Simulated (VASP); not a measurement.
Here is a VASP 6.6.1 calculation.

Contents of INCAR:

```
SYSTEM = TaS2
  ALGO = Normal
  EDIFF = 1E-8
  ENCUT = 400
  GGA = PS
  GGA_COMPAT = .FALSE.
  ISIF = 2
  ISMEAR = -1
  LASPH = .TRUE.
  LCHARG = .FALSE.
  LEFG = .TRUE.
  LREAL = .FALSE.
  LWAVE = .FALSE.
  NBANDS = 18
  NELM = 120
  PREC = Accurate
  SIGMA = 0.02
```

KPOINTS

```
k-points
0
G
  8 8 4
  0 0 0
```

Contents of POSCAR:

```
TaS2
1.0
    3.4170021630      0.0000000000      0.0000000000
   -1.7085010815      2.9592106780      0.0000000000
    0.0000000000      0.0000000000      5.8600000000
Ta S
1 2
Direct
    0.0000000000      0.0000000000      0.0000000000
    0.3333333333      0.6666666667      0.2500000000
    0.6666666667      0.3333333333      0.7500000000
```

Potentials or basis: VASP PAW PBE potentials, release 64 (Ta_pv, S).

Launch:

```sh
$ cat potpaw_PBE.64/Ta_pv/POTCAR potpaw_PBE.64/S/POTCAR > POTCAR
$ mpirun -np 1 vasp_std > vasp.out
```

(1) Estimate the pressure.

(2) Estimate the largest force.

(3) Estimate the band gap on the k mesh.

Answers

(1) -1.0 GPa.

(2) 0.460 eV/Å.

(3) zero (an odd number of electrons rules out a gap without spin polarisation).

Caveat: the cell differs from its parent crystal (equal xx and yy strain of +2 %); without QUAD_EFG the Cq values of the log hold for a quadrupole moment of 1 mb, not for the nuclei; the PAW data sets were made with another functional, which shifts forces and pressure a little; spin-orbit coupling is left out, which moves the levels of the heavy elements; this functional lacks dispersion, which binds the layers, so the pressure and a relaxed spacing across them are unreliable.
